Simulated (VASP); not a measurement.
# Si7C8 (a cell with a defect) in VASP: notebook

Runs on Si7C8 (a cell with a defect). Level: PBE. Tasks: single point.

Everything below comes from runs of VASP 6.6.1. Logs are shortened: lines on timing, memory, paths and dates and some standing lists are left out, and cuts for length are marked.

### Step 1. The cell of the first run

The cell holds a defect, 15 atoms: a = 5.942 Å, b = 5.942 Å, c = 6.184 Å, α = 105.08°, β = 105.08°, γ = 117.29°.

### Step 2. Single point, PBE (atoms taken out, then relaxed in part)

Input file INCAR:

```
SYSTEM = Si7C8
PREC = Accurate ; ENCUT = 520
EDIFF = 1E-7 ; ISMEAR = 0
SIGMA = 0.05 ; LREAL = Auto
LASPH = .True. ; NELM = 100
ALGO = Fast ; ISIF = 2
LWAVE = .False. ; LCHARG = .False.
GGA = PE ; NBANDS = 43
NELECT = 64.0
```

Input file KPOINTS:

```
Automatic mesh
0
Gamma
  6 6 6
  0 0 0
```

Input file POSCAR:

```
Si7C8
1.0
   -1.5458832052      2.6775482539     -5.0740211779
   -1.5458832052      2.6775482539      5.0740211779
    6.1835328207      0.0000000000      0.0000000000
Si C
7 8
Direct
    0.5316929776      0.5770422249      0.1087352025
    0.3196127427      0.3098693936      0.6294821363
    0.8516543665      0.8422505261      0.6939048926
    0.9245375405      0.4067641249      0.3313016654
    0.3886397631      0.9393376036      0.3279773668
    0.9132286297      0.4229398949      0.8419615724
    0.4190216775      0.9287329426      0.8419615724
    0.1615311970      0.5420537055      0.1650539143
    0.6230002088      0.0035227173      0.1650539143
    0.1482459148      0.5228478607      0.6710937755
    0.6527640972      0.0220448351      0.6748089323
    0.7703586869      0.6110689906      0.3814276775
    0.2158602580      0.1078945281      0.3237547861
    0.7072212191      0.5868288095      0.8384079625
    0.2515791530      0.1311867434      0.8384079625
```

Potentials or basis: VASP PAW PBE potentials, release 64 (Si, C).

On the command line:

```bash
$ cat potpaw_PBE.64/Si/POTCAR potpaw_PBE.64/C/POTCAR > POTCAR
$ mpirun -np 1 vasp_std > vasp.out
```

OUTCAR:

```text
SYSTEM = Si7C8
   PREC = Accurate
   ENCUT = 520
   EDIFF = 1E-7
   ISMEAR = 0
   LREAL = Auto
   LASPH = .True.
   NELM = 100
   ISIF = 2
   GGA = PE
   NELECT = 64.0

 ion  position               nearest neighbor table
   1  0.532  0.577  0.109-  12 1.79  15 2.19  14 2.19   9 2.24   8 2.24   2 2.58   5 2.82   4 3.10
                             3 3.15
   2  0.320  0.310  0.629-  13 1.71  14 1.88  15 1.88  10 1.96   1 2.58   5 2.75   4 2.96   6 3.09
                             7 3.09   3 3.11   3 3.11
   3  0.852  0.842  0.694-  12 1.84  11 1.92  15 1.94  14 1.94   6 3.00   7 3.00   2 3.11   2 3.11
                             1 3.15   7 3.15   6 3.15
   4  0.925  0.407  0.331-  12 1.84  10 1.90   9 1.96   8 1.96   2 2.96   6 3.04   7 3.04   1 3.10
                             5 3.11   5 3.11
   5  0.389  0.939  0.328-  13 1.73   8 1.88   9 1.88  11 2.07   2 2.75   1 2.82   6 3.04   7 3.04
                             4 3.11   4 3.11
   6  0.913  0.423  0.842-   8 1.86  14 1.88  11 1.91  10 1.94   3 3.00   4 3.04   5 3.04   7 3.06
                             2 3.09   7 3.13   3 3.15
   7  0.419  0.929  0.842-   9 1.86  15 1.88  11 1.91  10 1.94   3 3.00   4 3.04   5 3.04   6 3.06
                             2 3.09   6 3.13   3 3.15
   8  0.162  0.542  0.165-   6 1.86   5 1.88   4 1.96   1 2.24
   9  0.623  0.004  0.165-   7 1.86   5 1.88   4 1.96   1 2.24
  10  0.148  0.523  0.671-   4 1.90   7 1.94   6 1.94   2 1.96
  11  0.653  0.022  0.675-   6 1.91   7 1.91   3 1.92   5 2.07
  12  0.770  0.611  0.381-   1 1.79   3 1.84   4 1.84
  13  0.216  0.108  0.324-   2 1.71   5 1.73
  14  0.707  0.587  0.838-   6 1.88   2 1.88   3 1.94   1 2.19
  15  0.252  0.131  0.838-   7 1.88   2 1.88   3 1.94   1 2.19

  LATTYP: Found a face centered orthorhombic cell.
 ALAT       =     6.1835328207
 B/A-ratio  =     1.6411398872
 C/A-ratio  =     1.7320508076

  Lattice vectors:

 A1 = (   4.6376496155,   2.6775482539,   5.0740211779)
 A2 = (   3.0917664103,   5.3550965078,   0.0000000000)
 A3 = (  -1.5458832052,   2.6775482539,   5.0740211779)

Analysis of symmetry for initial positions (statically):
=====================================================================
 Subroutine PRICEL returns:
 Original cell was already a primitive cell.

 Routine SETGRP: Setting up the symmetry group for a
 face centered orthorhombic supercell.

 Subroutine GETGRP returns: Found  2 space group operations
 (whereof  2 operations were pure point group operations)
 out of a pool of  8 trial point group operations.

The static configuration has the point symmetry C_1h.

Analysis of symmetry for dynamics (positions and initial velocities):
=====================================================================
 Subroutine PRICEL returns:
 Original cell was already a primitive cell.

 Routine SETGRP: Setting up the symmetry group for a
 face centered orthorhombic supercell.

 Subroutine GETGRP returns: Found  2 space group operations
 (whereof  2 operations were pure point group operations)
 out of a pool of  8 trial point group operations.

The dynamic configuration has the point symmetry C_1h.

 Subroutine INISYM returns: Found  2 space group operations
 (whereof  2 operations are pure point group operations),
 and found     1 'primitive' translations

----------------------------------------------------------------------------------------

                                     Primitive cell

  volume of cell :     168.0182

  direct lattice vectors                    reciprocal lattice vectors
    -1.545883205  2.677548254 -5.074021178     0.000000000  0.186737998 -0.098541173
    -1.545883205  2.677548254  5.074021178     0.000000000  0.186737998  0.098541173
     6.183532821  0.000000000  0.000000000     0.161719850  0.093368999  0.000000000

  length of vectors
     5.941776708  5.941776708  6.183532821     0.211143180  0.211143180  0.186737998

  position of ions in fractional coordinates (direct lattice)
     0.531692978  0.577042225  0.108735203
     0.319612743  0.309869394  0.629482136
     0.851654366  0.842250526  0.693904893
     0.924537540  0.406764125  0.331301665
     0.388639763  0.939337604  0.327977367
     0.913228630  0.422939895  0.841961572
[... 33 lines left out ...]
 Grid dimensions read from file:
 generate k-points for:    6    6    6

 Generating k-lattice:

  Cartesian coordinates                     Fractional coordinates (reciprocal lattice)
     0.000000000  0.031123000 -0.016423529     0.166666667  0.000000000  0.000000000
     0.000000000  0.031123000  0.016423529     0.000000000  0.166666667  0.000000000
     0.026953308  0.015561500  0.000000000     0.000000000  0.000000000  0.166666667

  Length of vectors
     0.035190530  0.035190530  0.031123000

  Shift w.r.t. Gamma in fractional coordinates (k-lattice)
     0.000000000  0.000000000  0.000000000

 Subroutine IBZKPT returns following result:
 ===========================================

 Found     68 irreducible k-points:

 Following reciprocal coordinates:
            Coordinates               Weight
  0.000000  0.000000  0.000000      1.000000
  0.166667  0.000000  0.000000      4.000000
  0.000000 -0.166667  0.000000      4.000000
  0.333333 -0.000000  0.000000      4.000000
  0.000000 -0.333333  0.000000      4.000000
  0.500000  0.000000  0.000000      2.000000
[... 16 lines left out ...]
 -0.000000 -0.166667 -0.166667      4.000000
  0.333333  0.000000  0.166667      4.000000
 [... further k-points ...]
   k-points           NKPTS =     68   k-points in BZ     NKDIM =     68   number of bands    NBANDS=     43
   number of dos      NEDOS =    301   number of ions     NIONS =     15
   total plane-waves  NPLWV = 110592
   dimension x,y,z NGX =    48 NGY =   48 NGZ =   48
   dimension x,y,z NGXF=    96 NGYF=   96 NGZF=   96
   ions per type =               7   8
   NGX,Y,Z   is equivalent  to a cutoff of  13.43, 13.43, 12.90 a.u.
   NGXF,Y,Z  is equivalent  to a cutoff of  26.86, 26.86, 25.81 a.u.
 SYSTEM =  Si7C8
   PREC   = accura    normal or accurate (medium, high low for compatibility)
   ISTART =      0    job   : 0-new  1-cont  2-samecut
   ICHARG =      2    charge: 1-file 2-atom 10-const
   ISPIN  =      1    spin polarized calculation?
   LNONCOLLINEAR =      F non collinear calculations
   LSORBIT =      F    spin-orbit coupling
   LASPH  =      T    aspherical Exc in radial PAW
   ENCUT  =  520.0 eV  38.22 Ry    6.18 a.u.  11.05 11.05 11.50*2*pi/ulx,y,z
   NELM   =    100;   NELMIN=  2; NELMDL= -5     # of ELM steps
   EDIFF  = 0.1E-06   stopping-criterion for ELM
   LREAL  =      T    real-space projection
   EDIFFG = 0.1E-05   stopping-criterion for IOM
   NSW    =      0    number of steps for IOM
   IBRION =     -1    ionic relax: 0-MD 1-quasi-New 2-CG
   NFREE  =      0    steps in history (QN), initial steepest desc. (CG)
   ISIF   =      2    stress and relaxation
   ISYM   =      2    0-nonsym 1-usesym 2-fastsym
   POTIM  = 0.5000    time-step for ionic-motion
   TEBEG  =    0.0;   TEEND  =   0.0 temperature during run
   PSTRESS=    0.0 pullay stress
   NELECT =      64.0000    total number of electrons
   NUPDOWN=      -1.0000    fix difference up-down
   EMIN   =  10.00;   EMAX   =-10.00  energy-range for DOS
   EFERMI =   0.00;   METHOD = LEGACY
   ISMEAR =     0;   SIGMA  =   0.05  broadening in eV -4-tet -1-fermi 0-gaus
   EFERMI_NEDOS =   21; number of points for ismear=-14 and -15
   IALGO  =     68    algorithm
   IMIX   =      4    mixing-type and parameters
     AMIX     =   0.40;   BMIX     =  1.00
     AMIX_MAG =   1.60;   BMIX_MAG =  1.00
  volume/ion in A,a.u.               =      11.20        75.59
  Fermi-wavevector in a.u.,A,eV,Ry     =   1.186723  2.242582 19.161245  1.408312
  Thomas-Fermi vector in A             =   2.322890
   LORBIT       =      0    0 simple, 1 ext, 2 COOP (PROOUT), +10 PAW based schemes
   GGA     = PE    functional components
   LHFCALC =     F    Hartree Fock is set to
   AEXX    =    0.0000 exact exchange contribution
   IVDW    =     0    specifies the selected vdW correction
   LEPSILON=     F    determine dielectric tensor
   LRPA    =     F    only Hartree local field effects (RPA)
 non-spin polarized calculation
 RMM-DIIS sequential band-by-band and
 Gauss-broadening in eV      SIGMA  =   0.05
  energy-cutoff  :      520.00
  volume of cell :      168.02
 maximum number of plane-waves:      4574
 NGX is ok and might be reduce to    48
   NGX = 23   NGY = 23   NGZ = 23

 number of electron      63.9999999 magnetization

 Free energy of the ion-electron system (eV)
  ---------------------------------------------------
  ext. energy  EPLUGINS =         0.00000000
  ---------------------------------------------------
  free energy    TOTEN  =       -73.08841647 eV

  energy without entropy =      -73.08488800  energy(sigma->0) =      -73.08665224

 E-fermi :   9.0588     XC(G=0): -11.2365

 val. band max:        9.0566677753   @ k =   0.5000   0.5000   0.0000
 cond. band min:       9.0600682975   @ k =  -0.3333   0.3333   0.0000
 fundamental gap:      0.0034005222
 Fermi energy:         9.0587562975

 k-point     1 :       0.0000    0.0000    0.0000
  band No.  band energies     occupation
      1      -8.5239      2.00000
      2      -5.3291      2.00000
      3      -4.8237      2.00000
      4      -4.5725      2.00000
      5      -4.3796      2.00000
      6      -4.0495      2.00000
[... 1093 lines left out ...]
     42      13.3744      0.00000
     43      13.9586      0.00000

 [... further k-points ...]
[... 5 lines left out ...]
  --------------------------------------------------------------------------------------
  -------------------------------------------------------------------------------------
  Total       43.5931002     36.3542136     41.9146783      6.2690597     -1.5145257     -2.6232355
  in kB      415.6924056    346.6642758    399.6874132     59.7801139    -14.4421209    -25.0144879
  external PRESSURE =     387.3480315 kB  Pullay stress =       0.0000000 kB

 VOLUME and BASIS-vectors are now :
 -----------------------------------------------------------------------------
  energy-cutoff  :      520.00
  volume of cell :      168.02
      direct lattice vectors                 reciprocal lattice vectors
    -1.545883205  2.677548254 -5.074021178     0.000000000  0.186737998 -0.098541173
    -1.545883205  2.677548254  5.074021178     0.000000000  0.186737998  0.098541173
     6.183532821  0.000000000  0.000000000     0.161719850  0.093368999  0.000000000

 POSITION                                       TOTAL-FORCE (eV/Angst)
 -----------------------------------------------------------------------------------
     -1.04161      2.96869      0.23010         0.004600      0.002656     -0.001913
      2.91932      1.68547     -0.04944         0.017004      0.009817      0.001938
      1.67220      4.53551     -0.04772         0.003011      0.001738      0.013436
     -0.00942      3.56462     -2.62719        -0.002687     -0.001552     -0.009243
     -0.02484      3.55572      2.79425        -0.004896     -0.002827     -0.018098
      3.14074      3.57766     -2.48774         0.003570      0.000463     -0.009413
      3.12283      3.60868      2.58629         0.002186      0.002861     -0.009413
     -0.06704      1.88388      1.93078         0.002486      0.001130      0.010046
      0.05209      1.67755     -3.14324         0.002222      0.001588      0.010046
      3.11230      1.79689      1.90074        -0.002884     -0.001665     -0.014483
      3.12953      1.80683     -3.20028        -0.002442     -0.001410      0.008676
      0.22304      3.69884     -0.80824        -0.006434     -0.003714     -0.003892
      1.50146      0.86687     -0.54782        -0.014830     -0.008562      0.004595
      3.18387      3.46488     -0.61087        -0.001065      0.000799      0.008859
      4.59261      1.02487     -0.61087         0.000160     -0.001322      0.008859
 -----------------------------------------------------------------------------------
    total drift:                               -0.015299     -0.008833      0.008061

  FREE ENERGIE OF THE ION-ELECTRON SYSTEM (eV)
  ---------------------------------------------------
  free  energy   TOTEN  =       -73.0884164744 eV

  energy  without entropy=      -73.0848880021  energy(sigma->0) =      -73.08665224
```

Run time: 26 min. Hardware: 1 thread of Oxide Virtual Turin-like, shared host; peak memory 0.47 GiB.

What came out:

```yaml
Free_energy: -73.0884 eV
Largest_force: 0.020 eV/Å
```

Forces in eV/Å, atoms in the order of the input:
```
Si   0.005  0.003 -0.002
Si   0.017  0.010  0.002
Si   0.003  0.002  0.013
Si  -0.003 -0.002 -0.009
Si  -0.005 -0.003 -0.018
Si   0.004  0.000 -0.009
Si   0.002  0.003 -0.009
C    0.002  0.001  0.010
C    0.002  0.002  0.010
C   -0.003 -0.002 -0.014
C   -0.002 -0.001  0.009
C   -0.006 -0.004 -0.004
C   -0.015 -0.009  0.005
C   -0.001  0.001  0.009
C    0.000 -0.001  0.009
```

Caveat: the cell carries a net charge on a neutralising background, which shifts energy and pressure; the cell differs from its parent crystal (atoms taken out, then relaxed in part); the cell is charged against a uniform background, so pressure and absolute levels hang on convention.

### Step 3. Single point, PBE (atoms taken out, then relaxed in part)

Input file INCAR:

```
SYSTEM = Si7C8
PREC = Accurate ; ENCUT = 520
EDIFF = 1E-6 ; ISMEAR = 0
SIGMA = 0.05 ; LREAL = Auto
LASPH = .True. ; NELM = 100
ALGO = Normal ; ISIF = 2
LWAVE = .False. ; LCHARG = .False.
GGA = PE ; NELECT = 64.0
NBANDS = 43
```

KPOINTS is that of step 2.

Input file POSCAR:

```
Si7C8
1.0
   -1.5458832052      2.6775482539     -5.0740211779
   -1.5458832052      2.6775482539      5.0740211779
    6.1835328207      0.0000000000      0.0000000000
Si C
7 8
Direct
    0.8460099476      0.8333495494      0.1793594970
    0.3265008835      0.3206662938      0.6606655633
    0.8399992696      0.8341646799      0.6606655633
    0.9090436526      0.4287828687      0.3284862245
    0.3997033558      0.9194425720      0.3284862245
    0.9199178614      0.4216917565      0.8416096179
    0.4106163978      0.9246095637      0.8352259616
    0.1247760559      0.5398829157      0.1646589716
    0.6475357229      0.0208844674      0.1684201903
    0.1435328815      0.5198107247      0.6677853445
    0.6479746197      0.0242524630      0.6677853445
    0.7401202999      0.6169400488      0.3430427459
    0.2261026971      0.1029224460      0.3430427459
    0.7233264354      0.6060766338      0.8294030693
    0.2237883517      0.0909079175      0.8146962691
```

Potentials or basis: VASP PAW PBE potentials, release 64 (Si, C).

On the command line:

```bash
$ cat potpaw_PBE.64/Si/POTCAR potpaw_PBE.64/C/POTCAR > POTCAR
$ mpirun -np 1 vasp_std > vasp.out
```

Run time: 23 min. Hardware: 1 thread of Oxide Virtual Turin-like, shared host; peak memory 0.46 GiB.

The run converged. Its results:

```
Free energy   : -76.5239 eV
Largest force : 0.016 eV/Å
```

Forces in eV/Å, atoms in the order of the input:
```
Si  -0.004 -0.002  0.006
Si   0.003 -0.003 -0.003
Si  -0.002  0.004 -0.003
Si  -0.001 -0.006 -0.005
Si  -0.005  0.003 -0.005
Si   0.009  0.005  0.003
Si   0.001  0.001 -0.009
C   -0.010 -0.006 -0.005
C    0.003  0.002 -0.003
C    0.004  0.000 -0.006
C    0.002  0.004 -0.006
C    0.004 -0.005  0.005
C   -0.003  0.006  0.005
C    0.002  0.001  0.016
C   -0.004 -0.002  0.011
```

Levels at points of the mesh, in eV from the Fermi level:
| k point | band 29 | band 30 | band 31 | band 32 | band 33 | band 34 | band 35 | band 36 |
| --- | --- | --- | --- | --- | --- | --- | --- | --- |
| (0.00, 0.00, 0.00) | -2.42 | -1.15 | -0.46 | -0.42 | 0.84 | 1.06 | 1.21 | 1.69 |
| (0.50, 0.00, 0.00) | -2.92 | -2.27 | -1.10 | -0.40 | 1.64 | 2.25 | 2.29 | 2.46 |
| (0.00, 0.50, 0.00) | -2.85 | -2.36 | -1.23 | -0.48 | 1.69 | 2.13 | 2.36 | 2.71 |
| (0.50, 0.50, 0.00) | -2.86 | -2.19 | -0.36 | -0.28 | 0.71 | 0.99 | 1.32 | 1.79 |
| (0.00, 0.00, 0.50) | -2.69 | -1.89 | -0.86 | -0.45 | 1.86 | 2.31 | 2.55 | 2.70 |
| (0.50, 0.50, 0.50) | -3.12 | -2.13 | -1.61 | -0.51 | 1.31 | 1.45 | 2.07 | 2.47 |

Caveat: the cell carries a net charge on a neutralising background, which shifts energy and pressure; the cell differs from its parent crystal (atoms taken out, then relaxed in part); the cell is charged against a uniform background, so pressure and absolute levels hang on convention.

### Step 4. Single point, PBE

Input file INCAR:

```
PREC = Accurate
ENCUT = 520
EDIFF = 1E-7
ISMEAR = 0
SIGMA = 0.05
LREAL = Auto
LASPH = T
NELM = 100
ALGO = Normal
ISIF = 2
LWAVE = F
LCHARG = T
GGA = PE
LELF = T
LVHAR = T
NELECT = 64.0
NBANDS = 43
```

Input file KPOINTS:

```
regular mesh
0
Gamma
  6 6 6
```

Input file POSCAR:

```
Si7C8
1.0
   -1.5458832052      2.6775482539     -5.0740211779
   -1.5458832052      2.6775482539      5.0740211779
    6.1835328207      0.0000000000      0.0000000000
Si C
7 8
Direct
    0.8460099183      0.8333495455      0.1793595381
    0.3265008356      0.3206662127      0.6606654787
    0.8399993311      0.8341647082      0.6606655434
    0.9090436020      0.4287828946      0.3284862507
    0.3997033583      0.9194426159      0.3284862660
    0.9199177889      0.4216916461      0.8416095854
    0.4106164293      0.9246095540      0.8352260063
    0.1247759681      0.5398828284      0.1646589256
    0.6475356898      0.0208843834      0.1684201241
    0.1435329470      0.5198108405      0.6677854133
    0.6479744928      0.0242524213      0.6677852963
    0.7401203608      0.6169401496      0.3430427416
    0.2261027336      0.1029225225      0.3430428331
    0.7233264626      0.6060766564      0.8294030457
    0.2237882549      0.0909078477      0.8146961560
```

On the command line:

```bash
$ cat potpaw_PBE.64/Si/POTCAR potpaw_PBE.64/C/POTCAR > POTCAR
$ mpirun -np 1 vasp_std > vasp.out
```

It took 23 min on 1 thread of Oxide Virtual Turin-like, shared host; peak memory 0.46 GiB.

It converged, with:

- Free energy: -76.5239 eV
- Largest force: 0.016 eV/Å

Forces in eV/Å, atoms in the order of the input:
```
Si  -0.004 -0.002  0.006
Si   0.003 -0.003 -0.004
Si  -0.002  0.004 -0.004
Si  -0.001 -0.006 -0.005
Si  -0.005  0.002 -0.005
Si   0.009  0.005  0.003
Si   0.001  0.001 -0.009
C   -0.010 -0.006 -0.005
C    0.003  0.002 -0.003
C    0.004  0.000 -0.006
C    0.002  0.004 -0.006
C    0.004 -0.005  0.005
C   -0.003  0.006  0.005
C    0.002  0.001  0.016
C   -0.004 -0.002  0.011
```

Levels at points of the mesh, in eV from the Fermi level:
```
           k point  band 30  band 31  band 32  band 33  band 34  band 35
(0.00, 0.00, 0.00)    -1.15    -0.45    -0.42     0.84     1.06     1.21
(0.50, 0.00, 0.00)    -2.27    -1.10    -0.40     1.64     2.25     2.29
(0.00, 0.50, 0.00)    -2.36    -1.23    -0.48     1.69     2.13     2.36
(0.50, 0.50, 0.00)    -2.19    -0.36    -0.28     0.71     0.99     1.32
(0.00, 0.00, 0.50)    -1.89    -0.86    -0.45     1.86     2.31     2.55
(0.50, 0.50, 0.50)    -2.13    -1.61    -0.51     1.31     1.45     2.07
```

Caveat: the cell carries a net charge on a neutralising background, which shifts energy and pressure; the cell is charged against a uniform background, so pressure and absolute levels hang on convention.
